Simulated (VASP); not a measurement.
Input of a VASP 6.6.1 run:

Contents of INCAR:

```
SYSTEM = GdIn3
PREC = Accurate ; ENCUT = 520
EDIFF = 1E-7 ; ISMEAR = -1
SIGMA = 0.15 ; LREAL = .False.
LASPH = .True. ; NELM = 150
ALGO = Normal ; ISIF = 2
LWAVE = .False. ; LCHARG = .False.
ISPIN = 2 ; MAGMOM = 4.9 0 0 0
LORBIT = 11 ; LMAXMIX = 6
GGA = CA ; NBANDS = 40
```

File KPOINTS:

```
Automatic mesh
0
Gamma
  5 5 5
  0 0 0
```

POSCAR

```
GdIn3
1.0
    4.6393400000      0.0000000000      0.0000000000
    0.0000000000      4.6393400000      0.0000000000
    0.0000000000      0.0000000000      4.6393400000
Gd In
1 3
Direct
    0.0000000000      0.0000000000      0.0000000000
    0.5000000000      0.0000000000      0.5000000000
    0.0000000000      0.5000000000      0.5000000000
    0.5000000000      0.5000000000      0.0000000000
```

Potentials or basis: VASP PAW PBE potentials, release 64 (Gd, In_d).

Run with:

```bash
$ cat potpaw_PBE.64/Gd/POTCAR potpaw_PBE.64/In_d/POTCAR > POTCAR
$ mpirun -np 1 vasp_std > vasp.out
```

Task: Estimate the site moments.

Result: Gd +6.72; In -0.02 μB.

Task: Estimate the pressure.

Result: -3.9 GPa.

Task: What does it give for the net moment?

Result: 6.90 μB per cell.

Caveat: the cell stands under tension; the PAW data sets were made with another functional, which shifts forces and pressure a little. The state reached can hang on the start; a lower one may exist.
